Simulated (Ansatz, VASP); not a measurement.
**Mg5CdSe6 in VASP and in Ansatz**

The input INCAR:

```
  ALGO = Normal
  EDIFF = 1E-7
  EDIFFG = -0.01
  ENCUT = 600
  GGA = PE
  IBRION = 2
  ISIF = 3
  ISMEAR = 0
  LASPH = T
  LCHARG = F
  LREAL = F
  LWAVE = F
  NELM = 60
  NSW = 100
  PREC = Accurate
  SIGMA = 0.02
```

Contents of KPOINTS:

```
k-points
0
Gamma
  6 6 2
```

The input POSCAR:

```
Mg5CdSe6
1.0
    4.2654673000      0.0000000000      0.0000000000
   -2.1327336000      3.6940030000      0.0000000000
    0.0000000000      0.0000000000     20.8663543000
Mg Cd Se
5 1 6
Direct
    0.3333333000      0.6666667000      0.0012960000
    0.0000000000      0.0000000000      0.1663950000
    0.6666667000      0.3333333000      0.3315060000
    0.3333333000      0.6666667000      0.4963640000
    0.6666667000      0.3333333000      0.8360710000
    0.0000000000      0.0000000000      0.6681580000
    0.3333333000      0.6666667000      0.1257440000
    0.0000000000      0.0000000000      0.2908390000
    0.6666667000      0.3333333000      0.4559660000
    0.3333333000      0.6666667000      0.6207160000
    0.0000000000      0.0000000000      0.7963210000
    0.6666667000      0.3333333000      0.9606240000
```

Input for Ansatz:

```yaml
crystal:
  lattice:
    - [4.2654673, 0.0, 0.0]
    - [-2.1327336, 3.694003, 0.0]
    - [0.0, 0.0, 20.8663543]
  atoms:
    - { symbol: Mg, position: [0.3333333, 0.6666667, 0.001296] }
    - { symbol: Mg, position: [0.0, 0.0, 0.166395] }
    - { symbol: Mg, position: [0.6666667, 0.3333333, 0.331506] }
    - { symbol: Mg, position: [0.3333333, 0.6666667, 0.496364] }
    - { symbol: Mg, position: [0.6666667, 0.3333333, 0.836071] }
    - { symbol: Cd, position: [0.0, 0.0, 0.668158] }
    - { symbol: Se, position: [0.3333333, 0.6666667, 0.125744] }
    - { symbol: Se, position: [0.0, 0.0, 0.290839] }
    - { symbol: Se, position: [0.6666667, 0.3333333, 0.455966] }
    - { symbol: Se, position: [0.3333333, 0.6666667, 0.620716] }
    - { symbol: Se, position: [0.0, 0.0, 0.796321] }
    - { symbol: Se, position: [0.6666667, 0.3333333, 0.960624] }
basis:
  ecutwfc: 420
kpoints:
  mp_grid: { grid: [6, 6, 2] }
hamiltonian:
  xc: pbe
scf:
  occupations: { method: gaussian, width: 0.02 }
output:
  forces: true
  stress: true
  eigenvalues: true
  write_density: true
  write_potential: true
  elf: true
  volumetric_format: npy
relax:
  adjacent_minimum: "off"
  f_tol: 0.01
  max_steps: 80
  cell: { stress_tol: 0.05 }
```

Alike in both runs: task relaxation of cell and atoms; functional PBE; k mesh 6 × 6 × 2; occupations gaussian, width 0.02 eV; no spin polarisation.

|  | VASP | Ansatz |
| --- | --- | --- |
| version | VASP 6.6.1 | Ansatz 0.2.0 |
| potentials or method | VASP PAW PBE potentials, release 64 (Mg, Cd, Se), cutoff 600 eV | scalar-relativistic, plane waves, PAW |
| valence electrons in the cell | 58 | 166 |

|  | VASP | Ansatz | Ansatz less VASP |
| --- | --- | --- | --- |
| gap on the k mesh at the Fermi level, each at its own relaxed structure (eV) | 1.67 | 1.68 | +0.008 |
| relaxed volume (Å³/atom) | 27.40 | 27.40 | -0.002 |
| relaxed length of the cell vector where the two differ most in proportion (Å) | 20.869 | 20.866 | -0.0022 |

VASP's potentials hold 58 valence electrons a cell and Ansatz's 166, so a difference there can come from the potentials and not from the codes.
